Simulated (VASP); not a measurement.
Input of a VASP 6.6.1 run:

INCAR

```
  ALGO = Normal
  EDIFF = 1E-6
  ENCUT = 500
  GGA = PS
  GGA_COMPAT = False
  ISIF = 2
  ISMEAR = 0
  LASPH = True
  LCHARG = False
  LREAL = False
  LWAVE = False
  NBANDS = 10
  NELM = 120
  PREC = Accurate
  SIGMA = 0.05
```

File KPOINTS:

```
k-points
0
Gamma
  9 9 6
```

POSCAR

```
H
1.0
    3.8401304226      0.0000000000      0.0000000000
   -1.9200652113      3.3256504998      0.1039265781
    0.0000000000      0.1577081734      5.0466615500
H
4
Direct
    0.3333333333      0.6666666667      0.1764958800
    0.6666666667      0.3333333333      0.6764958800
    0.6666666667      0.3333333333      0.8235041200
    0.3333333333      0.6666666667      0.3235041200
```

Potentials or basis: VASP PAW PBE potentials, release 64 (H).

The run is started by

```sh
$ cat potpaw_PBE.64/H/POTCAR > POTCAR
$ mpirun -np 1 vasp_std > vasp.out
```

(1) Predict the band gap on the k mesh.

(2) What does it give for the pressure?

Results:

(1) 9.32 eV.

(2) 0.5 GPa.

Caveat: the cell differs from its parent crystal (strain +0.0625 x Voigt [0, 0, 0, 1, 0, 0]); this functional lacks dispersion, which holds the molecules together, so the pressure and a relaxed volume are unreliable; the PAW data sets were made with another functional, which shifts forces and pressure a little; an odd mesh through Γ misses points on the zone boundary, where band edges can lie.
